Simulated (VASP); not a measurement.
# PbS (P4/nmm) in VASP: notebook, part 2 of 2

VASP 6.6.1.

## 3. Single point, PBE+D3(BJ)

This run uses another cell than the first one, of 30.52 Å³/atom, 1.037 times its volume.

Input file INCAR:

```
SYSTEM = PbS
PREC = Accurate ; ENCUT = 520
EDIFF = 1E-6 ; ISMEAR = 0
SIGMA = 0.03 ; LREAL = .False.
LASPH = .True. ; NELM = 80
ALGO = Normal ; ISIF = 2
LWAVE = .False. ; LCHARG = .True.
GGA = PE ; IVDW = 12
LELF = .True. ; LVHAR = .True.
NBANDS = 50
```

Input file KPOINTS:

```
regular mesh
0
Gamma
  8 8 3
  0 0 0
```

Input file POSCAR:

```
PbS
1.0
   -2.9671314639     -2.9671314639      0.0000000000
    2.9671314639     -2.9671314639      0.0000000000
    0.0000000000      0.0000000000     13.8685258554
Pb S
4 4
Direct
    0.5000000000      0.5000000000      0.1069735708
    0.0000000000      0.0000000000      0.3209207123
    0.5000000000      0.5000000000      0.5348678538
    0.0000000000      0.0000000000      0.7488149953
    0.0000000000      0.0000000000      0.1069735708
    0.5000000000      0.5000000000      0.3209207123
    0.0000000000      0.0000000000      0.5348678538
    0.5000000000      0.5000000000      0.7488149953
```

Potentials or basis: VASP PAW PBE potentials, release 64 (Pb_d, S).

Started as:

```sh
cat potpaw_PBE.64/Pb_d/POTCAR potpaw_PBE.64/S/POTCAR > POTCAR
mpirun -np 1 vasp_std > vasp.out
```

OUTCAR:

```text
SYSTEM = PbS
   PREC = Accurate
   ENCUT = 520
   EDIFF = 1E-6
   ISMEAR = 0
   LREAL = .False.
   LASPH = .True.
   NELM = 80
   ISIF = 2
   GGA = PE
   IVDW = 12
 IVDW          = 12

 ion  position               nearest neighbor table
   1  0.500  0.500  0.107-   6 2.97   5 2.97   5 2.97   5 2.97   5 2.97
   2  0.000  0.000  0.321-   5 2.97   7 2.97   6 2.97   6 2.97   6 2.97   6 2.97
   3  0.500  0.500  0.535-   6 2.97   8 2.97   7 2.97   7 2.97   7 2.97   7 2.97
   4  0.000  0.000  0.749-   7 2.97   8 2.97   8 2.97   8 2.97   8 2.97
   5  0.000  0.000  0.107-   2 2.97   1 2.97   1 2.97   1 2.97   1 2.97
   6  0.500  0.500  0.321-   1 2.97   3 2.97   2 2.97   2 2.97   2 2.97   2 2.97
   7  0.000  0.000  0.535-   2 2.97   4 2.97   3 2.97   3 2.97   3 2.97   3 2.97
   8  0.500  0.500  0.749-   3 2.97   4 2.97   4 2.97   4 2.97   4 2.97

  LATTYP: Found a simple tetragonal cell.
 ALAT       =     4.1961575576
 C/A-ratio  =     3.3050536509

  Lattice vectors:

 A1 = (  -2.9671314639,  -2.9671314639,   0.0000000000)
 A2 = (   2.9671314639,  -2.9671314639,   0.0000000000)
 A3 = (   0.0000000000,   0.0000000000,  13.8685258554)

Analysis of symmetry for initial positions (statically):
=====================================================================
 Subroutine PRICEL returns:
 Original cell was already a primitive cell.

 Routine SETGRP: Setting up the symmetry group for a
 simple tetragonal supercell.

 Subroutine GETGRP returns: Found 16 space group operations
 (whereof  8 operations were pure point group operations)
 out of a pool of 16 trial point group operations.

The static configuration has the point symmetry C_4v.
 The point group associated with its full space group is D_4h.

Analysis of symmetry for dynamics (positions and initial velocities):
=====================================================================
 Subroutine PRICEL returns:
 Original cell was already a primitive cell.

 Routine SETGRP: Setting up the symmetry group for a
 simple tetragonal supercell.

 Subroutine GETGRP returns: Found 16 space group operations
 (whereof  8 operations were pure point group operations)
 out of a pool of 16 trial point group operations.

The dynamic configuration has the point symmetry C_4v.
 The point group associated with its full space group is D_4h.

 Subroutine INISYM returns: Found 16 space group operations
 (whereof  8 operations are pure point group operations),
 and found     1 'primitive' translations

----------------------------------------------------------------------------------------

                                     Primitive cell

  volume of cell :     244.1934

  direct lattice vectors                    reciprocal lattice vectors
    -2.967131464 -2.967131464  0.000000000    -0.168512924 -0.168512924  0.000000000
     2.967131464 -2.967131464  0.000000000     0.168512924 -0.168512924  0.000000000
     0.000000000  0.000000000 13.868525855     0.000000000  0.000000000  0.072105717

  length of vectors
     4.196157558  4.196157558 13.868525855     0.238313263  0.238313263  0.072105717

  position of ions in fractional coordinates (direct lattice)
     0.500000000  0.500000000  0.106973571
     0.000000000  0.000000000  0.320920712
     0.500000000  0.500000000  0.534867854
[... 67 lines left out ...]
  0.375000  0.125000  0.333333     16.000000
  0.500000  0.125000  0.333333      8.000000
 [... further k-points ...]
   k-points           NKPTS =     30   k-points in BZ     NKDIM =     30   number of bands    NBANDS=     50
   number of dos      NEDOS =    301   number of ions     NIONS =      8
   total plane-waves  NPLWV = 110592
   dimension x,y,z NGX =    32 NGY =   32 NGZ =  108
   dimension x,y,z NGXF=    64 NGYF=   64 NGZF=  216
   ions per type =               4   4
   NGX,Y,Z   is equivalent  to a cutoff of  12.68, 12.68, 12.95 a.u.
   NGXF,Y,Z  is equivalent  to a cutoff of  25.36, 25.36, 25.89 a.u.
 SYSTEM =  PbS
   PREC   = accura    normal or accurate (medium, high low for compatibility)
   ISTART =      0    job   : 0-new  1-cont  2-samecut
   ICHARG =      2    charge: 1-file 2-atom 10-const
   ISPIN  =      1    spin polarized calculation?
   LNONCOLLINEAR =      F non collinear calculations
   LSORBIT =      F    spin-orbit coupling
   LASPH  =      T    aspherical Exc in radial PAW
   ENCUT  =  520.0 eV  38.22 Ry    6.18 a.u.   7.80  7.80 25.79*2*pi/ulx,y,z
   NELM   =     80;   NELMIN=  2; NELMDL= -5     # of ELM steps
   EDIFF  = 0.1E-05   stopping-criterion for ELM
   LREAL  =      F    real-space projection
   EDIFFG = 0.1E-04   stopping-criterion for IOM
   NSW    =      0    number of steps for IOM
   IBRION =     -1    ionic relax: 0-MD 1-quasi-New 2-CG
   NFREE  =      0    steps in history (QN), initial steepest desc. (CG)
   ISIF   =      2    stress and relaxation
   ISYM   =      2    0-nonsym 1-usesym 2-fastsym
   POTIM  = 0.5000    time-step for ionic-motion
   TEBEG  =    0.0;   TEEND  =   0.0 temperature during run
   PSTRESS=    0.0 pullay stress
   NELECT =      80.0000    total number of electrons
   NUPDOWN=      -1.0000    fix difference up-down
   EMIN   =  10.00;   EMAX   =-10.00  energy-range for DOS
   EFERMI =   0.00;   METHOD = LEGACY
   ISMEAR =     0;   SIGMA  =   0.03  broadening in eV -4-tet -1-fermi 0-gaus
   EFERMI_NEDOS =   21; number of points for ismear=-14 and -15
   IALGO  =     38    algorithm
   IMIX   =      4    mixing-type and parameters
     AMIX     =   0.40;   BMIX     =  1.00
     AMIX_MAG =   1.60;   BMIX_MAG =  1.00
  volume/ion in A,a.u.               =      30.52       205.99
  Fermi-wavevector in a.u.,A,eV,Ry     =   1.128566  2.132680 17.329205  1.273661
  Thomas-Fermi vector in A             =   2.265256
   LORBIT       =      0    0 simple, 1 ext, 2 COOP (PROOUT), +10 PAW based schemes
   GGA     = PE    functional components
   LHFCALC =     F    Hartree Fock is set to
   AEXX    =    0.0000 exact exchange contribution
   IVDW    =    12    specifies the selected vdW correction
   LEPSILON=     F    determine dielectric tensor
   LRPA    =     F    only Hartree local field effects (RPA)
 non-spin polarized calculation
 Gauss-broadening in eV      SIGMA  =   0.03
  energy-cutoff  :      520.00
  volume of cell :      244.19
 maximum number of plane-waves:      6610
 NGX is ok and might be reduce to    32
   NGX = 15   NGY = 15   NGZ = 51

 number of electron      79.9999995 magnetization

 Free energy of the ion-electron system (eV)
  ---------------------------------------------------
  ext. energy  EPLUGINS =         0.00000000
  ---------------------------------------------------
  free energy    TOTEN  =       -34.59649603 eV

  energy without entropy =      -34.59649603  energy(sigma->0) =      -34.59649603

 E-fermi :   4.2339     XC(G=0):  -8.7315

 val. band max:        4.0350321701   @ k =   0.5000   0.0000   0.0000
 cond. band min:       5.0056892349   @ k =   0.5000   0.0000   0.0000
 fundamental gap:      0.9706570648
 Fermi energy:         4.2338917002

 k-point     1 :       0.0000    0.0000    0.0000
  band No.  band energies     occupation
      1     -12.6872      2.00000
      2     -12.6787      2.00000
      3     -12.5882      2.00000
      4     -12.5882      2.00000
      5     -12.5876      2.00000
      6     -12.5876      2.00000
[... 1261 lines left out ...]
     49       7.5811      0.00000
     50       7.6344      0.00000

 [... further k-points ...]

------------------------ aborting loop because EDIFF is reached ----------------------------------------

 Edisp (eV)   -2.42392

 E8    (eV) :    -1.0949

  FORCE on cell =-STRESS in cart. coord.  units (eV):
  Direction    XX          YY          ZZ          XY          YZ          ZX
  --------------------------------------------------------------------------------------
  -------------------------------------------------------------------------------------
  Total      -0.98132    -0.98132    -3.91390     0.00000     0.00000     0.00000
  in kB      -6.43853    -6.43853   -25.67948     0.00000     0.00000     0.00000
  external pressure =      -12.85 kB  Pullay stress =        0.00 kB

 VOLUME and BASIS-vectors are now :
 -----------------------------------------------------------------------------
  energy-cutoff  :      520.00
  volume of cell :      244.19
      direct lattice vectors                 reciprocal lattice vectors
    -2.967131464 -2.967131464  0.000000000    -0.168512924 -0.168512924  0.000000000
     2.967131464 -2.967131464  0.000000000     0.168512924 -0.168512924  0.000000000
     0.000000000  0.000000000 13.868525855     0.000000000  0.000000000  0.072105717

 POSITION                                       TOTAL-FORCE (eV/Angst)
 -----------------------------------------------------------------------------------
      0.00000     -2.96713      1.48357         0.000000      0.000000      0.207006
      0.00000      0.00000      4.45070        -0.000000      0.000000     -0.368243
      0.00000     -2.96713      7.41783         0.000000     -0.000000      0.368243
      0.00000      0.00000     10.38496         0.000000      0.000000     -0.207006
      0.00000      0.00000      1.48357        -0.000000     -0.000000      0.212625
      0.00000     -2.96713      4.45070        -0.000000     -0.000000     -0.419132
      0.00000      0.00000      7.41783         0.000000      0.000000      0.419132
      0.00000     -2.96713     10.38496         0.000000      0.000000     -0.212625
 -----------------------------------------------------------------------------------
    total drift:                                0.000000     -0.000000      0.000009

  FREE ENERGIE OF THE ION-ELECTRON SYSTEM (eV)
  ---------------------------------------------------
  free  energy   TOTEN  =       -37.0204166805 eV

  energy  without entropy=      -37.0204166805  energy(sigma->0) =      -37.02041668
```

It took 7 min on 1 thread of Intel Xeon 6975P-C, shared host; peak memory 0.51 GiB.

Results:

* Free energy: -37.0204 eV
* Pressure: -1.3 GPa
* Largest force: 0.419 eV/Å
* Band gap on the k mesh: 0.97 eV, direct
* Dispersion energy per atom: -0.303 eV

Forces in eV/Å, atoms in the order of the input:
```
Pb   0.000  0.000  0.207
Pb   0.000  0.000 -0.368
Pb   0.000  0.000  0.368
Pb   0.000  0.000 -0.207
S    0.000  0.000  0.213
S    0.000  0.000 -0.419
S    0.000  0.000  0.419
S    0.000  0.000 -0.213
```

Levels at points of the mesh, in eV from the valence-band top:
| k point | band 36 | band 37 | band 38 | band 39 | band 40 | band 41 | band 42 | band 43 | band 44 | band 45 |
| --- | --- | --- | --- | --- | --- | --- | --- | --- | --- | --- |
| (0.00, 0.00, 0.00) | -2.08 | -1.88 | -1.88 | -1.38 | -1.10 | 1.79 | 3.42 | 3.91 | 4.34 | 4.94 |
| (0.50, 0.00, 0.00) | -1.16 | -0.27 | -0.27 | 0.00 | 0.00 | 0.97 | 0.97 | 1.63 | 1.63 | 2.08 |
| (0.50, 0.50, 0.00) | -3.24 | -2.54 | -2.54 | -1.06 | -1.06 | 2.50 | 2.50 | 4.39 | 4.39 | 4.82 |

Caveat: spin-orbit coupling is left out, which moves the levels of the heavy elements. A k mesh can miss the band edges.
